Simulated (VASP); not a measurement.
# Zn (P6/mmm) in VASP: a series of runs, part 2 of 3

VASP 6.6.1. Earlier steps stand in the parts before.

## 3. Single point, PBE

This run uses another cell than the first one: it holds 3 atoms, not 1.

The input, INCAR:

```
SYSTEM = Zn
PREC = Accurate
ENCUT = 520
EDIFF = 1E-7
ISMEAR = -1
SIGMA = 0.1
LREAL = .False.
LASPH = .True.
NELM = 60
ALGO = Normal
ISIF = 2
LWAVE = .False.
LCHARG = .True.
GGA = PE
LELF = .True.
LVHAR = .True.
NBANDS = 25
```

The input, KPOINTS:

```
regular mesh
0
Gamma
  8 8 11
  0 0 0
```

The input, POSCAR:

```
Zn
1.0
    4.4130481024      0.0000000000      0.0000000000
   -2.2065240512      3.8218117647      0.0000000000
    0.0000000000      0.0000000000      2.8017403912
Zn
3
Direct
    0.0000000000      0.0000000000      0.0000000000
    0.3333333333      0.6666666667      0.5000000000
    0.6666666667      0.3333333333      0.5000000000
```

Potentials or basis: VASP PAW PBE potentials, release 64 (Zn).

On the command line:

```sh
cat potpaw_PBE.64/Zn/POTCAR > POTCAR
mpirun -np 1 vasp_std > vasp.out
```

Run time: 47 s. Hardware: 1 thread of AMD EPYC 9R45 (Zen 5), shared host; peak memory 0.17 GiB.

It converged, with:

```
Free energy            : -3.0706 eV
Pressure               : -0.3 GPa
Band gap on the k mesh : zero (band 18 reaches 6.92 eV, above the bottom of band 19 at 2.12 eV)
```

Stress tensor (GPa, compression positive):
```
-0.23  0.00  0.00
 0.00 -0.23  0.00
 0.00  0.00 -0.32
```

Levels at points of the mesh, in eV from the Fermi level:
| k point | band 14 | band 15 | band 16 | band 17 | band 18 | band 19 | band 20 | band 21 | band 22 | band 23 |
| --- | --- | --- | --- | --- | --- | --- | --- | --- | --- | --- |
| (0.00, 0.00, 0.00) | -7.36 | -6.97 | -6.97 | 1.01 | 1.01 | 1.09 | 1.09 | 1.27 | 1.48 | 8.35 |
| (0.50, 0.00, 0.00) | -7.06 | -6.92 | -6.70 | -6.50 | -2.40 | -0.71 | 8.75 | 8.89 | 9.13 | 9.21 |

## 4. Single point, PBE

This run uses another cell than the first one: it holds 3 atoms, not 1.

The input, INCAR:

```
PREC     = Accurate       # precision mode
ENCUT    = 520            # plane-wave cutoff, eV
EDIFF    = 1E-7           # SCF threshold, eV
ISMEAR   = -1             # smearing method
SIGMA    = 0.1            # smearing width, eV
LREAL    = F              # projectors in reciprocal space
LASPH    = T              # aspherical terms in the spheres
NELM     = 100            # most SCF steps
ALGO     = Normal         # electronic algorithm
ISIF     = 2              # what is computed and relaxed
LWAVE    = F              # write WAVECAR
LCHARG   = F              # write CHGCAR
GGA      = PE             # functional
NBANDS   = 25             # bands
```

The input, KPOINTS:

```
Automatic mesh
0
Gamma
  8 8 11
```

POSCAR: that of step 3 with these lines changed.

```diff
@@ -3,3 +3,3 @@
     4.4130481024      0.0000000000      0.0000000000
-   -2.2065240512      3.8218117647      0.0000000000
+   -2.2065240512      3.8218117648      0.0000000000
     0.0000000000      0.0000000000      2.8017403912
```

Potentials or basis: VASP PAW PBE potentials, release 64 (Zn).

On the command line:

```sh
cat potpaw_PBE.64/Zn/POTCAR > POTCAR
mpirun -np 1 vasp_std > vasp.out
```

OUTCAR:

```text
PREC = Accurate
   ENCUT = 520
   EDIFF = 1E-7
   ISMEAR = -1
   LREAL = F
   LASPH = T
   NELM = 100
   ISIF = 2
   GGA = PE

 ion  position               nearest neighbor table
   1  0.000  0.000  0.000-   2 2.91   3 2.91   2 2.91   3 2.91   2 2.91   2 2.91   3 2.91   3 2.91
                             3 2.91   3 2.91   2 2.91   2 2.91
   2  0.333  0.667  0.500-   3 2.55   3 2.55   3 2.55   1 2.91   1 2.91   1 2.91   1 2.91   1 2.91
                             1 2.91
   3  0.667  0.333  0.500-   2 2.55   2 2.55   2 2.55   1 2.91   1 2.91   1 2.91   1 2.91   1 2.91
                             1 2.91

  LATTYP: Found a hexagonal cell.
 ALAT       =     4.4130481024
 C/A-ratio  =     0.6348764677

  Lattice vectors:

 A1 = (   4.4130481024,   0.0000000000,   0.0000000000)
 A2 = (  -2.2065240512,   3.8218117648,   0.0000000000)
 A3 = (   0.0000000000,   0.0000000000,   2.8017403912)

Analysis of symmetry for initial positions (statically):
=====================================================================
 Subroutine PRICEL returns:
 Original cell was already a primitive cell.

 Routine SETGRP: Setting up the symmetry group for a
 hexagonal supercell.

 Subroutine GETGRP returns: Found 24 space group operations
 (whereof 24 operations were pure point group operations)
 out of a pool of 24 trial point group operations.

The static configuration has the point symmetry D_6h.

Analysis of symmetry for dynamics (positions and initial velocities):
=====================================================================
 Subroutine PRICEL returns:
 Original cell was already a primitive cell.

 Routine SETGRP: Setting up the symmetry group for a
 hexagonal supercell.

 Subroutine GETGRP returns: Found 24 space group operations
 (whereof 24 operations were pure point group operations)
 out of a pool of 24 trial point group operations.

[... 116 lines left out ...]
   EFERMI =   0.00;   METHOD = LEGACY
   ISMEAR =    -1;   SIGMA  =   0.10  broadening in eV -4-tet -1-fermi 0-gaus
   EFERMI_NEDOS =   21; number of points for ismear=-14 and -15
   IALGO  =     38    algorithm
   IMIX   =      4    mixing-type and parameters
     AMIX     =   0.40;   BMIX     =  1.00
     AMIX_MAG =   1.60;   BMIX_MAG =  1.00
  volume/ion in A,a.u.               =      15.75       106.29
  Fermi-wavevector in a.u.,A,eV,Ry     =   1.495192  2.825504 30.417184  2.235600
  Thomas-Fermi vector in A             =   2.607369
   LORBIT       =      0    0 simple, 1 ext, 2 COOP (PROOUT), +10 PAW based schemes
   GGA     = PE    functional components
   LHFCALC =     F    Hartree Fock is set to
   AEXX    =    0.0000 exact exchange contribution
   IVDW    =     0    specifies the selected vdW correction
   LEPSILON=     F    determine dielectric tensor
   LRPA    =     F    only Hartree local field effects (RPA)
 non-spin polarized calculation
  energy-cutoff  :      520.00
  volume of cell :       47.25
 maximum number of plane-waves:      1294
 NGX is ok and might be reduce to    36

 number of electron      36.0000022 magnetization

 Free energy of the ion-electron system (eV)
  ---------------------------------------------------
  ext. energy  EPLUGINS =         0.00000000
  ---------------------------------------------------
  free energy    TOTEN  =        -3.07055382 eV

  energy without entropy =       -3.04293342  energy(sigma->0) =       -3.05674362

 E-fermi :   2.8898     XC(G=0): -11.3731

 val. band max:        2.8647471724   @ k =   0.3750   0.1250   0.4545
 cond. band min:       2.9532534439   @ k =   0.1250   0.0000   0.2727
 fundamental gap:      0.0885062715
 Fermi energy:         2.8898464025

 k-point     1 :       0.0000    0.0000    0.0000
  band No.  band energies     occupation
      1      -7.2520      2.00000
      2      -5.2960      2.00000
      3      -4.8217      2.00000
      4      -4.8217      2.00000
      5      -4.7777      2.00000
      6      -4.7278      2.00000
[... 661 lines left out ...]
     24      13.8662      0.00000
     25      14.4185      0.00000

 [... further k-points ...]

------------------------ aborting loop because EDIFF is reached ----------------------------------------

  FORCE on cell =-STRESS in cart. coord.  units (eV):
  Direction    XX          YY          ZZ          XY          YZ          ZX
  --------------------------------------------------------------------------------------
  -------------------------------------------------------------------------------------
  Total       -0.0692659     -0.0692659     -0.0934572      0.0000000      0.0000000      0.0000000
  in kB       -2.3485206     -2.3485206     -3.1687482      0.0000000      0.0000000      0.0000000
  external PRESSURE =      -2.6219298 kB  Pullay stress =       0.0000000 kB

 VOLUME and BASIS-vectors are now :
 -----------------------------------------------------------------------------
  energy-cutoff  :      520.00
  volume of cell :       47.25
      direct lattice vectors                 reciprocal lattice vectors
     4.413048102  0.000000000  0.000000000     0.226600748  0.130828003  0.000000000
    -2.206524051  3.821811765  0.000000000     0.000000000  0.261656005  0.000000000
     0.000000000  0.000000000  2.801740391     0.000000000  0.000000000  0.356921006

 POSITION                                       TOTAL-FORCE (eV/Angst)
 -----------------------------------------------------------------------------------
      0.00000      0.00000      0.00000         0.000000      0.000000     -0.000000
     -0.00000      2.54787      1.40087        -0.000000      0.000000      0.000000
      2.20652      1.27394      1.40087         0.000000      0.000000     -0.000000
 -----------------------------------------------------------------------------------
    total drift:                                0.000000      0.000000     -0.000000

  FREE ENERGIE OF THE ION-ELECTRON SYSTEM (eV)
  ---------------------------------------------------
  free  energy   TOTEN  =        -3.0705538194 eV

  energy  without entropy=       -3.0429334210  energy(sigma->0) =       -3.05674362
```

It took 49 s on 1 thread of AMD EPYC 9R45 (Zen 5), shared host; peak memory 0.17 GiB.

Results:

```
Free energy            : -3.0706 eV
Pressure               : -0.3 GPa
Band gap on the k mesh : zero (band 18 reaches 6.92 eV, above the bottom of band 19 at 2.12 eV)
```

Levels at points of the mesh, in eV from the Fermi level:
```csv
k point,band 15,band 16,band 17,band 18,band 19,band 20,band 21,band 22
"(0.00, 0.00, 0.00)",-6.97,-6.97,1.01,1.01,1.09,1.09,1.27,1.48
"(0.50, 0.00, 0.00)",-6.92,-6.70,-6.50,-2.40,-0.71,8.75,8.89,9.13
```

(Part 2 of 3 ends here.)
